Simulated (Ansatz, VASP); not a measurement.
## HgTe: VASP beside Ansatz

```
CELL_PARAMETERS angstrom
0.00806 3.22350 3.22350
3.22350 0.00806 3.22350
3.23156 3.23156 0.00000
ATOMIC_POSITIONS crystal
Hg 0.00000 0.00000 0.00000
Te 0.75000 0.75000 0.75000
```

Change from the starting cell: strain +0.0050 x Voigt [0, 0, 0, 0, 0, 1], atoms carried along.

Alike in both runs: task single point; functional PBE; k mesh 14 × 14 × 14; occupations gaussian, width 0.15 eV; no spin polarisation.

|  | VASP | Ansatz |
| --- | --- | --- |
| version | VASP 6.6.1 | Ansatz 0.2.0 |
| potentials or method | VASP PAW PBE potentials, release 64 (Hg, Te), cutoff 520 eV | scalar-relativistic, plane waves, PAW |
| valence electrons in the cell | 18 | 36 |

```tsv
	VASP	Ansatz	Ansatz less VASP
gap on the k mesh at the Fermi level (eV)	none	none	-
pressure (GPa)	4.1	4.1	-0.07
traceless stress, the component that is largest in VASP (GPa)	-0.22	-0.22	+0.002
rms of the force components (eV/Å)	0.020	0.019	-0.0004
```

Atom by atom the forces differ by 0.000 eV/Å (rms over components). A gap of «none» marks a metal or a gap that the smearing closes. With one functional, cell and mesh, what is left measures potentials, basis and numerics. VASP's potentials hold 18 valence electrons a cell and Ansatz's 36, so a difference there can come from the potentials and not from the codes.

Neither program's run includes spin-orbit coupling.
